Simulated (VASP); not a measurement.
# Ti (P-1) in VASP: single point with PBE

Aim: the single point of Ti with PBE.

All numbers are computed with VASP 6.6.1; they aren't measurements. Logs are shortened: lines on timing, memory, paths and dates and some standing lists are left out, and cuts for length are marked.

## (1) The cell of the first run

The typed cell holds 6 atoms: a = 6.885 Å, b = 10.517 Å, c = 2.923 Å, α = 115.37°, β = 130.85°, γ = 102.60°.

## (2) Single point, PBE

File INCAR:

```
  ALGO = Normal
  EDIFF = 1E-6
  ENCUT = 500
  GGA = PE
  GGA_COMPAT = False
  ISIF = 2
  ISMEAR = 0
  LASPH = True
  LCHARG = False
  LREAL = False
  LWAVE = False
  NBANDS = 45
  NELM = 120
  PREC = Accurate
  SIGMA = 0.1
```

File KPOINTS:

```
k-points
0
Gamma
  5 4 24
```

File POSCAR:

```
Ti
1.0
    6.8848400120      0.0000001343      0.0014700855
   -2.2949464705     10.2633135386     -0.0023651760
   -1.9121581497     -1.7108068097      1.4005866905
Ti
6
Direct
    0.3124050230      0.0311315625     -0.0000774354
    0.6457383563      0.6977982291     -0.0000774354
    0.9790716897      0.3644648958     -0.0000774354
    0.6875949770      0.9688684375      0.0000774354
    0.0209283103      0.6355351042      0.0000774354
    0.3542616437      0.3022017709      0.0000774354
```

Potentials or basis: VASP PAW PBE potentials, release 64 (Ti_sv).

On the command line:

```
> cat potpaw_PBE.64/Ti_sv/POTCAR > POTCAR
> mpirun -np 1 vasp_std > vasp.out
```

OUTCAR:

```text
EDIFF = 1E-6
   ENCUT = 500
   GGA = PE
   ISIF = 2
   ISMEAR = 0
   LASPH = True
   LREAL = False
   NELM = 120
   PREC = Accurate

 ion  position               nearest neighbor table
   1  0.312  0.031  1.000-   4 2.80   6 2.80   5 2.85   4 2.85   6 2.86   4 2.86
   2  0.646  0.698  1.000-   5 2.80   4 2.80   6 2.85   5 2.85   4 2.86   5 2.86
   3  0.979  0.364  1.000-   6 2.80   5 2.80   4 2.85   6 2.85   5 2.86   6 2.86
   4  0.688  0.969  0.000-   1 2.80   2 2.80   3 2.85   1 2.85   2 2.86   1 2.86
   5  0.021  0.636  0.000-   2 2.80   3 2.80   1 2.85   2 2.85   3 2.86   2 2.86
   6  0.354  0.302  0.000-   3 2.80   1 2.80   2 2.85   3 2.85   1 2.86   3 2.86

  LATTYP: Found a triclinic cell.
 ALAT       =     6.7325793944
 B/A-ratio  =     2.0452310372
 C/A-ratio  =     0.4341809695
 COS(alpha) =     0.0002661936
 COS(beta)  =     0.6337125321
 COS(gamma) =     0.6820904076

  Lattice vectors:

 A1 = (  -1.1483655629,   5.1324202948,  -4.2032301570)
 A2 = (  -9.1797864825,  10.2633134043,  -0.0038352615)
 A3 = (   1.9121581497,   1.7108068097,  -1.4005866905)

Analysis of symmetry for initial positions (statically):
=====================================================================
 Subroutine PRICEL returns following result:

  LATTYP: Found a triclinic cell.
 ALAT       =     2.8013651554
 B/A-ratio  =     1.0435415792
 C/A-ratio  =     1.6384488247
 COS(alpha) =     0.0002661771
 COS(beta)  =     0.0005555336
 COS(gamma) =     0.4792029764

  Lattice vectors:

 A1 = (  -0.0005948849,   0.0005090184,  -2.8013650460)
 A2 = (  -1.9127530346,  -1.7102977913,  -1.4007783555)
 A3 = (  -3.0599288274,   3.4211044688,  -0.0012784205)

   3 primitive cells build up your supercell.

 Routine SETGRP: Setting up the symmetry group for a
 triclinic supercell.

 Subroutine GETGRP returns: Found  2 space group operations
 (whereof  2 operations were pure point group operations)
 out of a pool of  2 trial point group operations.

The static configuration has the point symmetry S_2 .

Analysis of symmetry for dynamics (positions and initial velocities):
=====================================================================
 Subroutine PRICEL returns following result:

  LATTYP: Found a triclinic cell.
 ALAT       =     2.8013651554
 B/A-ratio  =     1.0435415792
 C/A-ratio  =     1.6384488247
 COS(alpha) =     0.0002661771
 COS(beta)  =     0.0005555336
 COS(gamma) =     0.4792029764

  Lattice vectors:

 A1 = (  -0.0005948849,   0.0005090184,  -2.8013650460)
 A2 = (  -1.9127530346,  -1.7102977913,  -1.4007783555)
 A3 = (  -3.0599288274,   3.4211044688,  -0.0012784205)

   3 primitive cells build up your supercell.

 Routine SETGRP: Setting up the symmetry group for a
 triclinic supercell.

 Subroutine GETGRP returns: Found  2 space group operations
 (whereof  2 operations were pure point group operations)
 out of a pool of  2 trial point group operations.

The dynamic configuration has the point symmetry S_2 .

 Subroutine INISYM returns: Found  2 space group operations
 (whereof  2 operations are pure point group operations),
 and found     3 'primitive' translations

----------------------------------------------------------------------------------------

                                     Primitive cell

  volume of cell :      32.9913

  direct lattice vectors                    reciprocal lattice vectors
    -0.000594885  0.000509018 -2.801365046     0.145322878  0.129847335 -0.356976095
    -1.912753035 -1.710297791 -1.400778356    -0.290493313 -0.259825110  0.000014477
    -3.059928827  3.421104469 -0.001278421    -0.145246674  0.162390713  0.000060351

  length of vectors
     2.801365155  2.923341018  4.589893446     0.406707514  0.389737672  0.217870015

  position of ions in fractional coordinates (direct lattice)
     0.343614021  0.312849393  0.749858102
     0.656385979  0.687150606  0.250141898

  ion indices of the primitive-cell ions
   primitive index   ion index
                 1           1
                 2           6

----------------------------------------------------------------------------------------

 KPOINTS: k-points

Automatic generation of k-mesh.
 Grid dimensions read from file:
 generate k-points for:    5    4   24

 Generating k-lattice:

  Cartesian coordinates                     Fractional coordinates (reciprocal lattice)
     0.029039170  0.006504322  0.047590859     0.200000000  0.000000000  0.000000000
    -0.000006353  0.024364041  0.029751831     0.000000000  0.250000000  0.000000000
    -0.000006352  0.000005435  0.029747405    -0.000000000  0.000000000  0.041666667

  Length of vectors
     0.056129043  0.038454882  0.029747406

  Shift w.r.t. Gamma in fractional coordinates (k-lattice)
     0.000000000  0.000000000  0.000000000

 Subroutine IBZKPT returns following result:
 ===========================================

 Found    242 irreducible k-points:

 Following reciprocal coordinates:
            Coordinates               Weight
  0.000000  0.000000  0.000000      1.000000
  0.200000  0.000000  0.000000      2.000000
  0.400000  0.000000  0.000000      2.000000
 -0.000000  0.250000 -0.000000      2.000000
  0.200000  0.250000 -0.000000      2.000000
  0.400000  0.250000  0.000000      2.000000
[... 16 lines left out ...]
  0.200000  0.500000  0.041667      2.000000
  0.400000  0.500000  0.041667      2.000000
 [... further k-points ...]
   k-points           NKPTS =    242   k-points in BZ     NKDIM =    242   number of bands    NBANDS=     45
   number of dos      NEDOS =    301   number of ions     NIONS =      6
   total plane-waves  NPLWV =  96000
   dimension x,y,z NGX =    50 NGY =   80 NGZ =   24
   dimension x,y,z NGXF=   100 NGYF=  160 NGZF=   48
   ions per type =               6
   NGX,Y,Z   is equivalent  to a cutoff of  12.07, 12.65, 13.65 a.u.
   NGXF,Y,Z  is equivalent  to a cutoff of  24.15, 25.29, 27.30 a.u.
 SYSTEM =  unknown system
   PREC   = accura    normal or accurate (medium, high low for compatibility)
   ISTART =      0    job   : 0-new  1-cont  2-samecut
   ICHARG =      2    charge: 1-file 2-atom 10-const
   ISPIN  =      1    spin polarized calculation?
   LNONCOLLINEAR =      F non collinear calculations
   LSORBIT =      F    spin-orbit coupling
   LASPH  =      T    aspherical Exc in radial PAW
   ENCUT  =  500.0 eV  36.75 Ry    6.06 a.u.  12.55 19.17  5.33*2*pi/ulx,y,z
   NELM   =    120;   NELMIN=  2; NELMDL= -5     # of ELM steps
   EDIFF  = 0.1E-05   stopping-criterion for ELM
   LREAL  =      F    real-space projection
   EDIFFG = 0.1E-04   stopping-criterion for IOM
   NSW    =      0    number of steps for IOM
   IBRION =     -1    ionic relax: 0-MD 1-quasi-New 2-CG
   NFREE  =      0    steps in history (QN), initial steepest desc. (CG)
   ISIF   =      2    stress and relaxation
   ISYM   =      2    0-nonsym 1-usesym 2-fastsym
   POTIM  = 0.5000    time-step for ionic-motion
   TEBEG  =    0.0;   TEEND  =   0.0 temperature during run
   PSTRESS=    0.0 pullay stress
   NELECT =      72.0000    total number of electrons
   NUPDOWN=      -1.0000    fix difference up-down
   EMIN   =  10.00;   EMAX   =-10.00  energy-range for DOS
   EFERMI =   0.00;   METHOD = LEGACY
   ISMEAR =     0;   SIGMA  =   0.10  broadening in eV -4-tet -1-fermi 0-gaus
   EFERMI_NEDOS =   21; number of points for ismear=-14 and -15
   IALGO  =     38    algorithm
   IMIX   =      4    mixing-type and parameters
     AMIX     =   0.40;   BMIX     =  1.00
     AMIX_MAG =   1.60;   BMIX_MAG =  1.00
  volume/ion in A,a.u.               =      16.50       111.32
  Fermi-wavevector in a.u.,A,eV,Ry     =   1.472353  2.782344 29.495029  2.167823
  Thomas-Fermi vector in A             =   2.587378
   LORBIT       =      0    0 simple, 1 ext, 2 COOP (PROOUT), +10 PAW based schemes
   GGA     = PE    functional components
   LHFCALC =     F    Hartree Fock is set to
   AEXX    =    0.0000 exact exchange contribution
   IVDW    =     0    specifies the selected vdW correction
   LEPSILON=     F    determine dielectric tensor
   LRPA    =     F    only Hartree local field effects (RPA)
 non-spin polarized calculation
 Gauss-broadening in eV      SIGMA  =   0.10
  energy-cutoff  :      500.00
  volume of cell :       98.97
 maximum number of plane-waves:      2539
 NGX is ok and might be reduce to    50
   NGX = 25   NGY = 39   NGZ = 11

 number of electron      72.0000001 magnetization

 Free energy of the ion-electron system (eV)
  ---------------------------------------------------
  ext. energy  EPLUGINS =         0.00000000
  ---------------------------------------------------
  free energy    TOTEN  =       -46.88550115 eV

  energy without entropy =      -46.85040532  energy(sigma->0) =      -46.86795323

 E-fermi :   8.8588     XC(G=0): -11.7427

 val. band max:        8.8566566648   @ k =  -0.2000   0.5000   0.3750
 cond. band min:       8.8595222112   @ k =   0.4000  -0.2500   0.4167
 fundamental gap:      0.0028655464
 Fermi energy:         8.8588375324

 k-point     1 :       0.0000    0.0000    0.0000
  band No.  band energies     occupation
      1     -47.8843      2.00000
      2     -47.7522      2.00000
      3     -47.7522      2.00000
      4     -47.7204      2.00000
      5     -47.7035      2.00000
      6     -47.7035      2.00000
[... 37 lines left out ...]
     44      10.1269      0.00000
     45      10.1299      0.00000

 k-point     2 :       0.2000    0.0000    0.0000
  band No.  band energies     occupation
      1     -47.8603      2.00000
      2     -47.7897      2.00000
      3     -47.7473      2.00000
      4     -47.7247      2.00000
      5     -47.7118      2.00000
      6     -47.6825      2.00000
[... 37 lines left out ...]
     44      10.2163      0.00000
     45      10.2329      0.00000

 k-point     3 :       0.4000    0.0000    0.0000
  band No.  band energies     occupation
      1     -47.8071      2.00000
      2     -47.8019      2.00000
      3     -47.7903      2.00000
      4     -47.7434      2.00000
      5     -47.6932      2.00000
      6     -47.6809      2.00000
[... 997 lines left out ...]
     44      10.0316      0.00000
     45      10.2686      0.00000

 k-point    24 :       0.4000    0.5000    0.0417
  band No.  band energies     occupation
      1     -47.8198      2.00000
      2     -47.8065      2.00000
      3     -47.7482      2.00000
      4     -47.7340      2.00000
      5     -47.7322      2.00000
      6     -47.6723      2.00000
[... 37 lines left out ...]
     44      10.0072      0.00000
     45      10.2524      0.00000

 [... further k-points ...]

------------------------ aborting loop because EDIFF is reached ----------------------------------------

  FORCE on cell =-STRESS in cart. coord.  units (eV):
  Direction    XX          YY          ZZ          XY          YZ          ZX
  --------------------------------------------------------------------------------------
  -------------------------------------------------------------------------------------
  Total        2.6951794      2.8304069      5.7246984     -0.5695173      0.0050127      0.0023799
  in kB       43.6291883     45.8182317     92.6706188     -9.2192672      0.0811447      0.0385251
  external PRESSURE =      60.7060130 kB  Pullay stress =       0.0000000 kB

 VOLUME and BASIS-vectors are now :
 -----------------------------------------------------------------------------
  energy-cutoff  :      500.00
  volume of cell :       98.97
      direct lattice vectors                 reciprocal lattice vectors
     6.884840012  0.000000134  0.001470086     0.145195848  0.032521612  0.237954295
    -2.294946470 10.263313539 -0.002365176    -0.000025413  0.097456162  0.119007323
    -1.912158150 -1.710806810  1.400586690    -0.000152444  0.000130439  0.713937714

 POSITION                                       TOTAL-FORCE (eV/Angst)
 -----------------------------------------------------------------------------------
      0.16740     -1.39116      1.40086        -0.001722     -0.000376      0.000331
      0.93239      5.45105      1.39978        -0.001722     -0.000376      0.000331
      3.99231      2.02994      1.40106        -0.001722     -0.000376      0.000331
      2.51033      9.94367     -0.00117         0.001722      0.000376     -0.000331
     -1.31458      6.52256     -0.00136         0.001722      0.000376     -0.000331
      1.74535      3.10146     -0.00009         0.001722      0.000376     -0.000331
 -----------------------------------------------------------------------------------
    total drift:                                0.000000     -0.000000     -0.000000

  FREE ENERGIE OF THE ION-ELECTRON SYSTEM (eV)
  ---------------------------------------------------
  free  energy   TOTEN  =       -46.8855011481 eV

  energy  without entropy=      -46.8504053217  energy(sigma->0) =      -46.86795323
```

Wall time 47 min (1 thread of Oxide Virtual Turin-like, shared host); peak memory 0.75 GiB.

Results:

```yaml
Free_energy: -46.8855 eV
Pressure: 6.1 GPa
Band_gap_on_the_k_mesh: zero (bands 36 and 37 overlap by 0.95 eV)
```

Levels at points of the mesh, in eV from the Fermi level:
| k point | band 33 | band 34 | band 35 | band 36 | band 37 | band 38 | band 39 | band 40 |
| --- | --- | --- | --- | --- | --- | --- | --- | --- |
| (0.00, 0.00, 0.00) | -0.45 | -0.45 | 0.43 | 0.60 | 0.60 | 0.78 | 0.90 | 1.14 |
| (0.00, 0.50, 0.00) | -0.52 | -0.52 | 0.13 | 0.13 | 0.85 | 0.85 | 1.10 | 1.10 |
| (0.00, 0.00, 0.50) | -1.17 | -0.79 | -0.49 | -0.49 | 0.02 | 0.02 | 0.29 | 0.69 |
| (0.00, 0.50, 0.50) | -0.91 | -0.91 | -0.87 | -0.86 | 0.21 | 0.21 | 0.56 | 0.56 |

Caveat: the cell stands under pressure.
